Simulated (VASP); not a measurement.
# CdS (Hawleyite) (F-43m) in VASP: further runs

Aim: see how the results for CdS (Hawleyite) move with the level of theory and the settings. Levels: RPBE, revPBE+D3(BJ), LDA. Tasks: single point, relaxation of cell and atoms.

All numbers are computed with VASP 6.6.1; they aren't measurements. Logs are shortened: lines on timing, memory, paths and dates and some standing lists are left out, and cuts for length are marked.

## Step 1: The cell of the first run

Symmetry: F-43m, No. 216, cubic system. The conventional cell has a = 5.833 Å, b = 5.833 Å, c = 5.833 Å, α = 90.00°, β = 90.00°, γ = 90.00°. Cd (site symmetry -43m) has 4 S at 2.53 Å within 3.3 Å. Within 3.3 Å of S (site symmetry -43m) lie 4 Cd at 2.53 Å.

## Step 2: Single point, RPBE

INCAR reads:

```
ALGO = Normal
EDIFF = 1E-6
ENCUT = 520
GGA = RP
ISIF = 2
ISMEAR = 0
LASPH = True
LCHARG = False
LREAL = False
LWAVE = False
NBANDS = 16
NELM = 60
PREC = Accurate
SIGMA = 0.05
```

KPOINTS reads:

```
k-points
0
Gamma
  8 8 8
```

POSCAR reads:

```
CdS
1.0
    0.0000000000      2.9165000000      2.9165000000
    2.9165000000      0.0000000000      2.9165000000
    2.9165000000      2.9165000000      0.0000000000
Cd S
1 1
Direct
    0.0000000000      0.0000000000      0.0000000000
    0.7500000000      0.7500000000      0.7500000000
```

Potentials or basis: VASP PAW PBE potentials, release 64 (Cd, S).

Launch:

```sh
$ cat potpaw_PBE.64/Cd/POTCAR potpaw_PBE.64/S/POTCAR > POTCAR
$ mpirun -np 1 vasp_std > vasp.out
```

OUTCAR:

```text
EDIFF = 1E-6
   ENCUT = 520
   GGA = RP
   ISIF = 2
   ISMEAR = 0
   LASPH = True
   LREAL = False
   NELM = 60
   PREC = Accurate

 ion  position               nearest neighbor table
   1  0.000  0.000  0.000-   2 2.53   2 2.53   2 2.53   2 2.53
   2  0.750  0.750  0.750-   1 2.53   1 2.53   1 2.53   1 2.53

  LATTYP: Found a face centered cubic cell.
 ALAT       =     5.8330000000

  Lattice vectors:

 A1 = (   0.0000000000,   2.9165000000,   2.9165000000)
 A2 = (   2.9165000000,   0.0000000000,   2.9165000000)
 A3 = (   2.9165000000,   2.9165000000,   0.0000000000)

Analysis of symmetry for initial positions (statically):
=====================================================================
 Subroutine PRICEL returns:
 Original cell was already a primitive cell.

 Routine SETGRP: Setting up the symmetry group for a
 face centered cubic supercell.

 Subroutine GETGRP returns: Found 24 space group operations
 (whereof 24 operations were pure point group operations)
 out of a pool of 48 trial point group operations.

The static configuration has the point symmetry T_d .

Analysis of symmetry for dynamics (positions and initial velocities):
=====================================================================
 Subroutine PRICEL returns:
 Original cell was already a primitive cell.

 Routine SETGRP: Setting up the symmetry group for a
 face centered cubic supercell.

 Subroutine GETGRP returns: Found 24 space group operations
 (whereof 24 operations were pure point group operations)
 out of a pool of 48 trial point group operations.

The dynamic configuration has the point symmetry T_d .

 Subroutine INISYM returns: Found 24 space group operations
 (whereof 24 operations are pure point group operations),
 and found     1 'primitive' translations

----------------------------------------------------------------------------------------

                                     Primitive cell

  volume of cell :      49.6153

  direct lattice vectors                    reciprocal lattice vectors
     0.000000000  2.916500000  2.916500000    -0.171438368  0.171438368  0.171438368
     2.916500000  0.000000000  2.916500000     0.171438368 -0.171438368  0.171438368
     2.916500000  2.916500000  0.000000000     0.171438368  0.171438368 -0.171438368

  length of vectors
     4.124553855  4.124553855  4.124553855     0.296939964  0.296939964  0.296939964

  position of ions in fractional coordinates (direct lattice)
     0.000000000  0.000000000  0.000000000
     0.750000000  0.750000000  0.750000000

  ion indices of the primitive-cell ions
   primitive index   ion index
                 1           1
                 2           2

----------------------------------------------------------------------------------------

 KPOINTS: k-points

Automatic generation of k-mesh.
 Grid dimensions read from file:
 generate k-points for:    8    8    8

 Generating k-lattice:

  Cartesian coordinates                     Fractional coordinates (reciprocal lattice)
    -0.021429796  0.021429796  0.021429796     0.125000000  0.000000000  0.000000000
     0.021429796 -0.021429796  0.021429796     0.000000000  0.125000000  0.000000000
     0.021429796  0.021429796 -0.021429796     0.000000000  0.000000000  0.125000000

  Length of vectors
     0.037117495  0.037117495  0.037117495

  Shift w.r.t. Gamma in fractional coordinates (k-lattice)
     0.000000000  0.000000000  0.000000000

 Subroutine IBZKPT returns following result:
 ===========================================

 Found     29 irreducible k-points:

 Following reciprocal coordinates:
            Coordinates               Weight
  0.000000  0.000000  0.000000      1.000000
  0.125000  0.000000  0.000000      8.000000
  0.250000  0.000000  0.000000      8.000000
  0.375000  0.000000  0.000000      8.000000
  0.500000  0.000000  0.000000      4.000000
  0.125000  0.125000  0.000000      6.000000
[... 16 lines left out ...]
  0.500000  0.250000  0.125000     48.000000
 -0.375000  0.250000  0.125000     24.000000
 [... further k-points ...]
   k-points           NKPTS =     29   k-points in BZ     NKDIM =     29   number of bands    NBANDS=     16
   number of dos      NEDOS =    301   number of ions     NIONS =      2
   total plane-waves  NPLWV =  32768
   dimension x,y,z NGX =    32 NGY =   32 NGZ =   32
   dimension x,y,z NGXF=    64 NGYF=   64 NGZF=   64
   ions per type =               1   1
   NGX,Y,Z   is equivalent  to a cutoff of  12.90, 12.90, 12.90 a.u.
   NGXF,Y,Z  is equivalent  to a cutoff of  25.80, 25.80, 25.80 a.u.
 SYSTEM =  unknown system
   PREC   = accura    normal or accurate (medium, high low for compatibility)
   ISTART =      0    job   : 0-new  1-cont  2-samecut
   ICHARG =      2    charge: 1-file 2-atom 10-const
   ISPIN  =      1    spin polarized calculation?
   LNONCOLLINEAR =      F non collinear calculations
   LSORBIT =      F    spin-orbit coupling
   LASPH  =      T    aspherical Exc in radial PAW
   ENCUT  =  520.0 eV  38.22 Ry    6.18 a.u.   7.67  7.67  7.67*2*pi/ulx,y,z
   NELM   =     60;   NELMIN=  2; NELMDL= -5     # of ELM steps
   EDIFF  = 0.1E-05   stopping-criterion for ELM
   LREAL  =      F    real-space projection
   EDIFFG = 0.1E-04   stopping-criterion for IOM
   NSW    =      0    number of steps for IOM
   IBRION =     -1    ionic relax: 0-MD 1-quasi-New 2-CG
   NFREE  =      0    steps in history (QN), initial steepest desc. (CG)
   ISIF   =      2    stress and relaxation
   ISYM   =      2    0-nonsym 1-usesym 2-fastsym
   POTIM  = 0.5000    time-step for ionic-motion
   TEBEG  =    0.0;   TEEND  =   0.0 temperature during run
   PSTRESS=    0.0 pullay stress
   NELECT =      18.0000    total number of electrons
   NUPDOWN=      -1.0000    fix difference up-down
   EMIN   =  10.00;   EMAX   =-10.00  energy-range for DOS
   EFERMI =   0.00;   METHOD = LEGACY
   ISMEAR =     0;   SIGMA  =   0.05  broadening in eV -4-tet -1-fermi 0-gaus
   EFERMI_NEDOS =   21; number of points for ismear=-14 and -15
   IALGO  =     38    algorithm
   IMIX   =      4    mixing-type and parameters
     AMIX     =   0.40;   BMIX     =  1.00
     AMIX_MAG =   1.60;   BMIX_MAG =  1.00
  volume/ion in A,a.u.               =      24.81       167.41
  Fermi-wavevector in a.u.,A,eV,Ry     =   1.167599  2.206442 18.548649  1.363287
  Thomas-Fermi vector in A             =   2.304097
   LORBIT       =      0    0 simple, 1 ext, 2 COOP (PROOUT), +10 PAW based schemes
   GGA     = RP    functional components
   LHFCALC =     F    Hartree Fock is set to
   AEXX    =    0.0000 exact exchange contribution
   IVDW    =     0    specifies the selected vdW correction
   LEPSILON=     F    determine dielectric tensor
   LRPA    =     F    only Hartree local field effects (RPA)
 non-spin polarized calculation
 Gauss-broadening in eV      SIGMA  =   0.05
  energy-cutoff  :      520.00
  volume of cell :       49.62
 maximum number of plane-waves:      1363
   NGX = 15   NGY = 15   NGZ = 15

 number of electron      18.0000004 magnetization

 Free energy of the ion-electron system (eV)
  ---------------------------------------------------
  ext. energy  EPLUGINS =         0.00000000
  ---------------------------------------------------
  free energy    TOTEN  =        -5.45179059 eV

  energy without entropy =       -5.45179059  energy(sigma->0) =       -5.45179059

 E-fermi :   1.6601     XC(G=0):  -8.9011

 val. band max:        1.4332122908   @ k =   0.0000   0.0000   0.0000
 cond. band min:       2.7669390242   @ k =   0.0000   0.0000   0.0000
 fundamental gap:      1.3337267334
 Fermi energy:         1.6601431935

 k-point     1 :       0.0000    0.0000    0.0000
  band No.  band energies     occupation
      1     -10.9125      2.00000
      2      -6.2934      2.00000
      3      -6.2934      2.00000
      4      -6.2934      2.00000
      5      -5.8167      2.00000
      6      -5.8167      2.00000
[... 8 lines left out ...]
     15      12.9092      0.00000
     16      13.1542      0.00000

 k-point     2 :       0.1250    0.0000    0.0000
  band No.  band energies     occupation
      1     -10.8518      2.00000
      2      -6.2710      2.00000
      3      -6.2710      2.00000
      4      -6.2379      2.00000
      5      -5.8176      2.00000
      6      -5.8176      2.00000
[... 8 lines left out ...]
     15      12.3603      0.00000
     16      13.7106      0.00000

 k-point     3 :       0.2500    0.0000    0.0000
  band No.  band energies     occupation
      1     -10.7046      2.00000
      2      -6.2225      2.00000
      3      -6.2225      2.00000
      4      -6.0417      2.00000
      5      -5.8120      2.00000
      6      -5.8120      2.00000
[... 8 lines left out ...]
     15      12.1401      0.00000
     16      13.0384      0.00000

 k-point     4 :       0.3750    0.0000    0.0000
  band No.  band energies     occupation
      1     -10.5578      2.00000
      2      -6.1850      2.00000
      3      -6.1850      2.00000
      4      -5.7921      2.00000
      5      -5.7921      2.00000
      6      -5.6864      2.00000
[... 8 lines left out ...]
     15      12.9843      0.00000
     16      12.9843      0.00000

 k-point     5 :       0.5000    0.0000    0.0000
  band No.  band energies     occupation
      1     -10.4975      2.00000
      2      -6.1734      2.00000
      3      -6.1734      2.00000
      4      -5.7787      2.00000
      5      -5.7787      2.00000
      6      -5.4324      2.00000
[... 8 lines left out ...]
     15      13.9917      0.00000
     16      13.9917      0.00000

 k-point     6 :       0.1250    0.1250    0.0000
  band No.  band energies     occupation
      1     -10.8317      2.00000
      2      -6.2494      2.00000
      3      -6.2494      2.00000
      4      -6.2478      2.00000
      5      -5.8322      2.00000
      6      -5.8041      2.00000
[... 8 lines left out ...]
     15      13.0078      0.00000
     16      14.3415      0.00000
[... 267 lines left out ...]
 k-point    21 :       0.5000    0.5000    0.0000
  band No.  band energies     occupation
      1     -10.3692      2.00000
      2      -6.0753      2.00000
      3      -5.9465      2.00000
      4      -5.9465      2.00000
      5      -5.7301      2.00000
      6      -5.3644      2.00000
[... 8 lines left out ...]
     15      13.7694      0.00000
     16      14.9600      0.00000

 k-point    22 :       0.3750    0.2500    0.1250
  band No.  band energies     occupation
      1     -10.5966      2.00000
      2      -6.1701      2.00000
      3      -6.1439      2.00000
      4      -5.9764      2.00000
      5      -5.8072      2.00000
      6      -5.7549      2.00000
[... 8 lines left out ...]
     15      13.4674      0.00000
     16      15.5101      0.00000

 k-point    23 :       0.5000    0.2500    0.1250
  band No.  band energies     occupation
      1     -10.4812      2.00000
      2      -6.1338      2.00000
      3      -6.1089      2.00000
      4      -5.8796      2.00000
      5      -5.7825      2.00000
      6      -5.5200      2.00000
[... 8 lines left out ...]
     15      14.3562      0.00000
     16      14.5751      0.00000

 k-point    24 :      -0.3750    0.2500    0.1250
  band No.  band energies     occupation
      1     -10.4342      2.00000
      2      -6.1286      2.00000
      3      -6.0922      2.00000
      4      -5.8402      2.00000
      5      -5.7895      2.00000
      6      -5.3200      2.00000
[... 8 lines left out ...]
     15      13.8461      0.00000
     16      14.6312      0.00000

 [... further k-points ...]
[... 5 lines left out ...]
  --------------------------------------------------------------------------------------
  -------------------------------------------------------------------------------------
  Total        1.6814260      1.6814260      1.6814260     -0.0000000     -0.0000000     -0.0000000
  in kB       54.2965703     54.2965703     54.2965703     -0.0000000     -0.0000000     -0.0000000
  external PRESSURE =      54.2965703 kB  Pullay stress =       0.0000000 kB

 VOLUME and BASIS-vectors are now :
 -----------------------------------------------------------------------------
  energy-cutoff  :      520.00
  volume of cell :       49.62
      direct lattice vectors                 reciprocal lattice vectors
     0.000000000  2.916500000  2.916500000    -0.171438368  0.171438368  0.171438368
     2.916500000  0.000000000  2.916500000     0.171438368 -0.171438368  0.171438368
     2.916500000  2.916500000  0.000000000     0.171438368  0.171438368 -0.171438368

 POSITION                                       TOTAL-FORCE (eV/Angst)
 -----------------------------------------------------------------------------------
      0.00000      0.00000      0.00000        -0.000000     -0.000000     -0.000000
      4.37475      4.37475      4.37475         0.000000      0.000000      0.000000
 -----------------------------------------------------------------------------------
    total drift:                                0.000001      0.000001      0.000000

  FREE ENERGIE OF THE ION-ELECTRON SYSTEM (eV)
  ---------------------------------------------------
  free  energy   TOTEN  =        -5.4517905871 eV

  energy  without entropy=       -5.4517905871  energy(sigma->0) =       -5.45179059
```

Wall time 8.7 s (1 thread of Intel Xeon 6975P-C (Granite Rapids), shared host); peak memory 0.18 GiB.

Results:

```
Free energy            : -5.4518 eV
Pressure               : 5.4 GPa
Band gap on the k mesh : 1.33 eV, direct
```

Levels at points of the mesh, in eV from the valence-band top:
| k point | band 5 | band 6 | band 7 | band 8 | band 9 | band 10 | band 11 | band 12 | band 13 | band 14 |
| --- | --- | --- | --- | --- | --- | --- | --- | --- | --- | --- |
| (0.00, 0.00, 0.00) | -7.25 | -7.25 | 0.00 | 0.00 | 0.00 | 1.33 | 6.63 | 6.63 | 6.63 | 11.48 |
| (0.50, 0.00, 0.00) | -7.21 | -6.87 | -4.34 | -0.74 | -0.74 | 3.15 | 7.10 | 7.10 | 7.69 | 11.35 |
| (0.50, 0.50, 0.00) | -7.16 | -6.80 | -3.91 | -1.86 | -1.86 | 3.74 | 4.45 | 9.45 | 10.91 | 10.91 |

Caveat: the PAW data sets were made with another functional, which shifts forces and pressure a little.

## Step 3: Single point, revPBE+D3(BJ)

INCAR reads:

```
SYSTEM = CdS
PREC = Accurate
ENCUT = 520
EDIFF = 1E-7
ISMEAR = -1
SIGMA = 0.05
LREAL = .False.
LASPH = .True.
NELM = 100
ALGO = Normal
ISIF = 2
LWAVE = .False.
LCHARG = .False.
GGA = RE
IVDW = 12
NBANDS = 16
```

KPOINTS reads:

```
Automatic mesh
0
Gamma
  8 8 8
  0 0 0
```

POSCAR reads:

```
CdS
1.0
    0.0000000000      2.9180361491      2.9180361491
    2.9180361491      0.0000000000      2.9180361491
    2.9180361491      2.9180361491      0.0000000000
Cd S
1 1
Direct
    0.0000000000      0.0000000000      0.0000000000
    0.7500000000      0.7500000000      0.7500000000
```

Potentials or basis: VASP PAW PBE potentials, release 64 (Cd, S).

Launch:

```sh
$ cat potpaw_PBE.64/Cd/POTCAR potpaw_PBE.64/S/POTCAR > POTCAR
$ mpirun -np 1 vasp_std > vasp.out
```

Run time: 9.1 s. Hardware: 1 thread of Intel Xeon 6975P-C (Granite Rapids), shared host; peak memory 0.19 GiB.

The run converged. Its results:

```
Free energy                : -6.7143 eV
Pressure                   : 0.3 GPa
Band gap on the k mesh     : 1.28 eV, direct
Dispersion energy per atom : -0.590 eV
```

Levels at points of the mesh, in eV from the valence-band top:
```
           k point  band 7  band 8  band 9  band 10  band 11  band 12
(0.00, 0.00, 0.00)    0.00    0.00    0.00     1.28     6.60     6.60
(0.50, 0.00, 0.00)   -4.35   -0.74   -0.74     3.12     7.07     7.07
(0.50, 0.50, 0.00)   -3.91   -1.86   -1.86     3.69     4.42     9.39
```

Caveat: the PAW data sets were made with another functional, which shifts forces and pressure a little. Expect the measured gap to be larger: semilocal functionals such as revPBE lack the derivative discontinuity.

## Step 4: Relaxation of cell and atoms, LDA

INCAR reads:

```
PREC = Accurate
ENCUT = 600
EDIFF = 1E-7
ISMEAR = -1
SIGMA = 0.05
LREAL = F
LASPH = T
NELM = 100
ALGO = Normal
ISIF = 3
LWAVE = F
LCHARG = F
IBRION = 2
NSW = 80
EDIFFG = -0.02
```

KPOINTS reads:

```
Automatic mesh
0
Gamma
  8 8 8
```

POSCAR reads:

```
CdS
1.0
    0.0000000000      2.9165000000      2.9165000000
    2.9165000000      0.0000000000      2.9165000000
    2.9165000000      2.9165000000      0.0000000000
Cd S
1 1
Direct
    0.0000000000      0.0000000000      0.0000000000
    0.7500000000      0.7500000000      0.7500000000
```

Potentials or basis: VASP PAW LDA potentials, release 64 (Cd, S).

Launch:

```sh
$ cat potpaw_LDA.64/Cd/POTCAR potpaw_LDA.64/S/POTCAR > POTCAR
$ mpirun -np 1 vasp_std > vasp.out
```

Wall time 21 s (1 thread of Intel Xeon 6975P-C (Granite Rapids), shared host); peak memory 0.19 GiB.

It converged, with:

* Free energy: -7.4079 eV
* Relaxed volume: 24.02 Å³/atom
* Relaxed cell: a = 4.081 Å, b = 4.081 Å, c = 4.081 Å, α = 60.00°, β = 60.00°, γ = 60.00°
* Space group after relaxing (to 0.05 Å): F-43m (No. 216)
* Energy gained by relaxing: 5.1 meV/atom
* Ionic steps: 3
* Pressure after relaxing: 0.0 GPa
* Band gap on the k mesh: 0.96 eV, direct

The path:
```
step  energy change (eV)  largest force (eV/Å)  pressure (GPa)  volume (Å³)
   1              0.0000                0.0000           -2.02        49.62
   2             -0.0083                0.0000            0.96        47.40
   3             -0.0102                0.0000            0.00        48.05
```

Final structure:
```cif
data_structure
_symmetry_space_group_name_H-M 'P 1'
_symmetry_Int_Tables_number 1
_cell_length_a 4.0807
_cell_length_b 4.0807
_cell_length_c 4.0807
_cell_angle_alpha 60.000
_cell_angle_beta 60.000
_cell_angle_gamma 60.000
_cell_volume 48.05
loop_
_atom_site_label
_atom_site_type_symbol
_atom_site_fract_x
_atom_site_fract_y
_atom_site_fract_z
_atom_site_occupancy
Cd1 Cd 0.00000 0.00000 0.00000 1
S1 S 0.75000 0.75000 0.75000 1
```

Levels at points of the mesh, in eV from the valence-band top:
| k point | band 6 | band 7 | band 8 | band 9 | band 10 | band 11 | band 12 | band 13 |
| --- | --- | --- | --- | --- | --- | --- | --- | --- |
| (0.00, 0.00, 0.00) | -7.38 | 0.00 | 0.00 | 0.00 | 0.96 | 6.35 | 6.35 | 6.35 |
| (0.50, 0.00, 0.00) | -6.96 | -4.72 | -0.82 | -0.82 | 2.83 | 6.84 | 6.84 | 7.32 |
| (0.50, 0.50, 0.00) | -6.90 | -4.20 | -2.04 | -2.04 | 3.25 | 4.20 | 9.10 | 10.74 |

## Step 5: Overview

| task | level | potentials or basis | cell | cutoff (eV) | smearing | gap on the mesh (eV) | pressure (GPa) |
| --- | --- | --- | --- | --- | --- | --- | --- |
| single point | RPBE | VASP PAW PBE potentials, release 64 (Cd, S) | a = 4.125 Å, angles 60.0°, 2 atoms | 520 | gaussian 0.05 eV | 1.33 | 5.4 |
| single point | revPBE+D3(BJ) | VASP PAW PBE potentials, release 64 (Cd, S) | a = 4.127 Å, angles 60.0°, 2 atoms | 520 | fermi-dirac 0.05 eV | 1.28 | 0.3 |
| relaxation of cell and atoms | LDA | VASP PAW LDA potentials, release 64 (Cd, S) | relaxed from a = 4.125 Å, angles 60.0°, 2 atoms | 600 | fermi-dirac 0.05 eV | 0.96 | 0.0 |

Alike in all rows: no spin polarisation; k mesh 8 × 8 × 8.

Caveats: the PAW data sets were made with another functional, which shifts forces and pressure a little (some runs).

Total energies depend on the potentials used, so only differences within one code and one set of settings carry meaning.
